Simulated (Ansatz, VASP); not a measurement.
# One calculation of CuI, two programs

```
CELL_PARAMETERS angstrom
0.00000 3.03064 3.03064
3.03064 0.00000 3.03064
3.03064 3.03064 0.00000
ATOMIC_POSITIONS crystal
Cu 0.25000 0.25000 0.25000
I 0.00000 0.00000 0.00000
```

Alike in both runs: task relaxation of the atoms; functional r2SCAN; k mesh 8 × 8 × 8; occupations fermi-dirac, width 0.02 eV; no spin polarisation.

|  | VASP | Ansatz |
| --- | --- | --- |
| version | VASP 6.6.1 | Ansatz 0.2.0 |
| potentials or method | VASP PAW PBE potentials, release 64 (Cu, I), cutoff 520 eV | PAW plane waves |
| valence electrons in the cell | 18 | 36 |

Ansatz gave:

| Quantity | Value |
| --- | --- |
| gap on the k mesh at the Fermi level, each at its own relaxed structure (eV) | 1.61 |

Q: What did VASP give for the same quantities?

A: gap on the k mesh at the Fermi level, each at its own relaxed structure (eV): 1.62.

VASP's potentials were made for PBE, not for r2SCAN. VASP's potentials hold 18 valence electrons a cell and Ansatz's 36, so a difference there can come from the potentials and not from the codes. Ansatz's warnings: stress scf threshold loose.

Neither program's run includes spin-orbit coupling. Noted on VASP's run: the relaxation stopped at its first step, so nothing moved.
